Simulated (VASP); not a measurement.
# InAs (F-43m) in VASP: elastic constants with r2SCAN+rVV10

Aim: the elastic constants of InAs with r2SCAN+rVV10.

Program: VASP 6.6.1. These are calculated values, not measurements. Logs are shortened: lines on timing, memory, paths and dates and some standing lists are left out, and cuts for length are marked.

## (1) The cell of the first run

Symmetry: F-43m, No. 216, cubic system. Conventional cell: a = 6.324 Å, b = 6.324 Å, c = 6.324 Å, α = 90.00°, β = 90.00°, γ = 90.00°. In (site symmetry -43m) has 4 As at 2.74 Å within 3.6 Å. Within 3.6 Å of As (site symmetry -43m) lie 4 In at 2.74 Å.

## (2) Elastic constants, r2SCAN+rVV10 (31.61 Å³/atom)

The input, INCAR:

```
  PREC = Accurate
  ENCUT = 550
  EDIFF = 1E-8
  ISMEAR = 1
  SIGMA = 0.05
  LREAL = F
  LASPH = T
  NELM = 120
  ALGO = Normal
  ISIF = 3
  LWAVE = F
  LCHARG = F
  METAGGA = R2SCAN
  LMIXTAU = T
  LUSE_VDW = T
  IVDW_NL = 2
  BPARAM = 11.95
  CPARAM = 0.0093
  IBRION = 6
  NFREE = 2
  POTIM = 0.015
  NSW = 1
  GGA_COMPAT = F
```

The input, KPOINTS:

```
regular mesh
0
Gamma
  5 5 5
```

The input, POSCAR:

```
InAs
1.0
    0.0000000000      3.1619270700      3.1619270700
    3.1619270700      0.0000000000      3.1619270700
    3.1619270700      3.1619270700      0.0000000000
In As
1 1
Direct
    0.0000000000      0.0000000000      0.0000000000
    0.2500000000      0.2500000000      0.2500000000
```

Potentials or basis: VASP PAW PBE potentials, release 64 (In_d, As).

Launch:

```sh
$ cat potpaw_PBE.64/In_d/POTCAR potpaw_PBE.64/As/POTCAR > POTCAR
$ mpirun -np 1 vasp_std > vasp.out
```

OUTCAR:

```text
PREC = Accurate
   ENCUT = 550
   EDIFF = 1E-8
   ISMEAR = 1
   LREAL = F
   LASPH = T
   NELM = 120
   ISIF = 3
   METAGGA = R2SCAN
   IVDW_NL = 2
   BPARAM = 11.95
   IBRION = 6
   NFREE = 2
   POTIM = 0.015
   NSW = 1

 ion  position               nearest neighbor table
   1  0.000  0.000  0.000-   2 2.74   2 2.74   2 2.74   2 2.74
   2  0.250  0.250  0.250-   1 2.74   1 2.74   1 2.74   1 2.74

  LATTYP: Found a face centered cubic cell.
 ALAT       =     6.3238541400

  Lattice vectors:

 A1 = (   0.0000000000,   3.1619270700,   3.1619270700)
 A2 = (   3.1619270700,   0.0000000000,   3.1619270700)
 A3 = (   3.1619270700,   3.1619270700,   0.0000000000)

Analysis of symmetry for initial positions (statically):
=====================================================================
 Subroutine PRICEL returns:
 Original cell was already a primitive cell.

 Routine SETGRP: Setting up the symmetry group for a
 face centered cubic supercell.

 Subroutine GETGRP returns: Found 24 space group operations
 (whereof 24 operations were pure point group operations)
 out of a pool of 48 trial point group operations.

The static configuration has the point symmetry T_d .

Analysis of symmetry for dynamics (positions and initial velocities):
=====================================================================
 Subroutine PRICEL returns:
 Original cell was already a primitive cell.

 Routine SETGRP: Setting up the symmetry group for a
 face centered cubic supercell.

 Subroutine GETGRP returns: Found 24 space group operations
 (whereof 24 operations were pure point group operations)
 out of a pool of 48 trial point group operations.

The dynamic configuration has the point symmetry T_d .

 Subroutine INISYM returns: Found 24 space group operations
 (whereof 24 operations are pure point group operations),
 and found     1 'primitive' translations

----------------------------------------------------------------------------------------

                                     Primitive cell

  volume of cell :      63.2245

  direct lattice vectors                    reciprocal lattice vectors
     0.000000000  3.161927070  3.161927070    -0.158131414  0.158131414  0.158131414
     3.161927070  0.000000000  3.161927070     0.158131414 -0.158131414  0.158131414
     3.161927070  3.161927070  0.000000000     0.158131414  0.158131414 -0.158131414

  length of vectors
     4.471640146  4.471640146  4.471640146     0.273891644  0.273891644  0.273891644

  position of ions in fractional coordinates (direct lattice)
     0.000000000  0.000000000  0.000000000
     0.250000000  0.250000000  0.250000000

  ion indices of the primitive-cell ions
   primitive index   ion index
                 1           1
                 2           2

----------------------------------------------------------------------------------------

 KPOINTS: regular mesh

Automatic generation of k-mesh.
 Grid dimensions read from file:
 generate k-points for:    5    5    5

 Generating k-lattice:

  Cartesian coordinates                     Fractional coordinates (reciprocal lattice)
[... 94 lines left out ...]
  ---------------------------------------------------
  free energy    TOTEN  =       -37.37611179 eV

  energy without entropy =      -37.37581310  energy(sigma->0) =      -37.37601223

------------------------ aborting loop because EDIFF is reached ----------------------------------------

  FORCE on cell =-STRESS in cart. coord.  units (eV):
  Direction    XX          YY          ZZ          XY          YZ          ZX
  --------------------------------------------------------------------------------------
  -------------------------------------------------------------------------------------
  Total       -2.0074790     -2.0074790     -2.0074790      0.0000000      0.0000000      0.0000000
  in kB      -50.8716773    -50.8716773    -50.8716773      0.0000000      0.0000000      0.0000000
  external PRESSURE =     -50.8716773 kB  Pullay stress =       0.0000000 kB
[... 89 lines left out ...]
  FREE ENERGIE OF THE ION-ELECTRON SYSTEM (eV)
  ---------------------------------------------------
  free  energy   TOTEN  =       -37.4039215849 eV

  energy  without entropy=      -37.4038873587  energy(sigma->0) =      -37.40391018

[... ionic steps 4 to 14 ...]

--------------------------------------- Ionic step       15  -------------------------------------------

 number of electron      18.0000002 magnetization

------------------------ aborting loop because EDIFF is reached ----------------------------------------
[... 67 lines left out ...]
--------------------------------------- Ionic step       17  -------------------------------------------

 number of electron      18.0000004 magnetization

 Free energy of the ion-electron system (eV)
  ---------------------------------------------------
  ext. energy  EPLUGINS =         0.00000000
  ---------------------------------------------------
  free energy    TOTEN  =       -37.37565153 eV

  energy without entropy =      -37.37548489  energy(sigma->0) =      -37.37559598

 E-fermi :   3.0247     XC(G=0):  -9.1180

 val. band max:        3.0118193783   @ k =   0.0000   0.0000   0.0000
 cond. band min:       3.0371242375   @ k =   0.0000   0.0000   0.0000
 fundamental gap:      0.0253048592
 Fermi energy:         3.0247345984

 k-point     1 :       0.0000    0.0000    0.0000
  band No.  band energies     occupation
      1     -11.6365      2.00000
      2     -11.6359      2.00000
      3     -11.6352      2.00000
      4     -11.5398      2.00000
      5     -11.5397      2.00000
      6      -8.4886      2.00000
      7       2.5062      2.00000
      8       2.9843      1.98402
      9       3.0118      1.42144
     10       3.0371      0.59454
     11       7.1470      0.00000
     12       7.1672      0.00000
     13       7.1896      0.00000
[... 354 lines left out ...]
  band No.  band energies     occupation
      1     -11.7463      2.00000
      2     -11.5923      2.00000
      3     -11.5863      2.00000
      4     -11.5550      2.00000
      5     -11.5287      2.00000
      6      -6.8971      2.00000
      7      -2.3247      2.00000
      8       0.3569      2.00000
      9       1.2548      2.00000
     10       5.2886      0.00000
     11       6.6479      0.00000
     12      10.5046      0.00000
     13      10.7788      0.00000

 [... further k-points ...]
[... 5 lines left out ...]
  --------------------------------------------------------------------------------------
  -------------------------------------------------------------------------------------
  Total       -2.0040771     -2.0075592     -2.0075592      0.0000000      0.0690909      0.0000000
  in kB      -50.7854684    -50.8737086    -50.8737086      0.0000000      1.7508379      0.0000000
  external PRESSURE =     -50.8442952 kB  Pullay stress =       0.0000000 kB
[... 17 lines left out ...]
  FREE ENERGIE OF THE ION-ELECTRON SYSTEM (eV)
  ---------------------------------------------------
  free  energy   TOTEN  =       -37.3756515267 eV

  energy  without entropy=      -37.3754848939  energy(sigma->0) =      -37.37559598

 INTERNAL STRAIN TENSORS FROM STRAINED CELLS
 ============================================

 INTERNAL STRAIN TENSOR FOR ION    1 for displacements in x,y,z  (eV/Angst):
          X           Y           Z          XY          YZ          ZX
  --------------------------------------------------------------------------------
  x     0.00000    -0.00000    -0.00000    -0.00000     4.69900    -0.00000
  y     0.00000    -0.00000    -0.00000    -0.00000    -0.00000     4.70230
  z     0.00000     0.00000    -0.00000     4.70252     0.00000     0.00000

 INTERNAL STRAIN TENSORS FROM DISPLACED ATOMS
 ============================================

 INTERNAL STRAIN TENSOR FOR ION    1 for displacements in x,y,z  (eV/Angst):
          X           Y           Z          XY          YZ          ZX
  --------------------------------------------------------------------------------
  x     0.00000    -0.00000    -0.00000     0.00000     4.60070     0.00000
  y     0.00000    -0.00000     0.00000     0.00000     0.00000     4.60070
  z    -0.00000    -0.00000     0.00000     4.60070     0.00000     0.00000

 INTERNAL STRAIN TENSOR FOR ION    2 for displacements in x,y,z  (eV/Angst):
          X           Y           Z          XY          YZ          ZX
  --------------------------------------------------------------------------------
  x    -0.00000    -0.00000    -0.00000     0.00000    -4.60262     0.00000
  y    -0.00000    -0.00000    -0.00000     0.00000     0.00000    -4.60262
  z    -0.00000    -0.00000    -0.00000    -4.60262     0.00000     0.00000

 Eigenvectors and eigenvalues of the dynamical matrix
 ----------------------------------------------------

   1 f  =    4.774273 THz    29.997643 2PiTHz  159.252610 cm-1    19.744798 meV
             X         Y         Z           dx          dy          dz
      0.000000  0.000000  0.000000     0.000000    0.629102    0.000000
      1.580964  1.580964  1.580964     0.000000   -0.777323    0.000000
[... 21 lines left out ...]
   6 f/i=    0.004428 THz     0.027823 2PiTHz    0.147705 cm-1     0.018313 meV
             X         Y         Z           dx          dy          dz
      0.000000  0.000000  0.000000     0.000000    0.000000    0.777323
      1.580964  1.580964  1.580964     0.000000    0.000000    0.629102

--------------------------------------------------------------------------------------------------------

 ELASTIC MODULI CONTR FROM IONIC RELAXATION (kBar)
 Direction    XX          YY          ZZ          XY          YZ          ZX
 --------------------------------------------------------------------------------
 XX          -0.0000     -0.0000     -0.0000     -0.0000     -0.0000     -0.0000
 YY          -0.0000     -0.0000     -0.0000     -0.0000     -0.0000     -0.0000
 ZZ          -0.0000     -0.0000     -0.0000     -0.0000     -0.0000     -0.0000
 XY          -0.0000     -0.0000     -0.0000   -126.8540      0.0000      0.0000
 YZ          -0.0000     -0.0000     -0.0000      0.0000   -126.8540      0.0000
 ZX          -0.0000     -0.0000     -0.0000      0.0000      0.0000   -126.8540
 --------------------------------------------------------------------------------

 TOTAL ELASTIC MODULI (kBar)
 Direction    XX          YY          ZZ          XY          YZ          ZX
 --------------------------------------------------------------------------------
 XX         588.3434    293.1157    293.1157     -0.0000     -0.0000     -0.0000
 YY         293.1157    588.3434    293.1157     -0.0000     -0.0000     -0.0000
 ZZ         293.1157    293.1157    588.3434     -0.0000     -0.0000     -0.0000
 XY          -0.0000     -0.0000     -0.0000    256.9582      0.0000      0.0000
 YZ          -0.0000     -0.0000     -0.0000      0.0000    256.9582      0.0000
 ZX          -0.0000     -0.0000     -0.0000      0.0000      0.0000    256.9582
 --------------------------------------------------------------------------------
```

Run time: 34 min. Hardware: 1 thread of Intel Xeon 6975P-C (Granite Rapids), shared host; peak memory 0.44 GiB.

Results:

```yaml
Elastic_constants_C11_C12_C44: 59, 29, 26 GPa
Voigt_bulk_modulus: 39 GPa
Highest_phonon_frequency_at_Γ_LO-TO_splitting_left_out: 159 cm⁻¹
```

Phonon frequencies in cm⁻¹ (negative: imaginary):
| q point | frequencies |
| --- | --- |
| (0.000, 0.000, 0.000) | 0 0 0 159 159 159 |

Elastic tensor in Voigt notation (GPa, in the Cartesian axes of the cell as first typed):
```
59 29 29  0  0  0
29 59 29  0  0  0
29 29 59  0  0  0
 0  0  0 26  0  0
 0  0  0  0 26  0
 0  0  0  0  0 26
```

Clamped-ion elastic tensor (GPa):
```
59 29 29  0  0  0
29 59 29  0  0  0
29 29 59  0  0  0
 0  0  0 38  0  0
 0  0  0  0 38  0
 0  0  0  0  0 38
```

Caveat: the cell is under stress, which shifts elastic constants; the PAW data sets were made with another functional, which shifts forces and pressure a little; spin-orbit coupling is left out, which moves the levels of the heavy elements.
